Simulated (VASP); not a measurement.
Set up this calculation in VASP 6.6.1, as the native input.

| Item | Value |
| --- | --- |
| Task | single point |
| Functional | PBE |
| Potentials or basis | VASP PAW PBE potentials, release 64 (Cd, S) |
| Cutoff | 500 eV |
| k mesh | 4 × 4 × 4 |
| Occupations | gaussian, width 0.01 eV |
| Spin | no spin polarisation |
| Dipole correction | no |
| Further INCAR settings | ALGO = Normal; EDIFF = 1e-06; NBANDS = 16 |

The structure of CdS (Hawleyite) lies in POSCAR:

```
CdS
1.0
    0.0000000000      2.8893870744      2.8893870744
    2.8893870744      0.0000000000      2.8893870744
    2.8893870744      2.8893870744      0.0000000000
Cd S
1 1
Direct
    0.0000000000      0.0000000000      0.0000000000
    0.2500000000      0.2500000000      0.2500000000
```

This cell differs from its parent crystal: volume changed by -5%.

These files were run (other wordings do the same):

INCAR

```
  ALGO = Normal
  EDIFF = 1E-6
  ENCUT = 500
  GGA = PE
  GGA_COMPAT = False
  ISIF = 2
  ISMEAR = 0
  LASPH = True
  LCHARG = False
  LREAL = False
  LWAVE = False
  NBANDS = 16
  NELM = 120
  PREC = Accurate
  SIGMA = 0.01
```

KPOINTS

```
k-points
0
Gamma
  4 4 4
```

Potentials or basis: VASP PAW PBE potentials, release 64 (Cd, S).

Command:

```sh
$ cat potpaw_PBE.64/Cd/POTCAR potpaw_PBE.64/S/POTCAR > POTCAR
$ mpirun -np 1 vasp_std > vasp.out
```

Results of the run:

```json
{
 "Pressure": "5.4 GPa",
 "Band gap on the k mesh": "1.20 eV, direct"
}
```

Caveat: the k points lie up to 0.47 Å⁻¹ apart.

Wall time 6.1 s on 1 thread of Intel(R) Xeon(R) 6975P-C (Granite Rapids), on a shared host, peak memory 0.16 GiB.
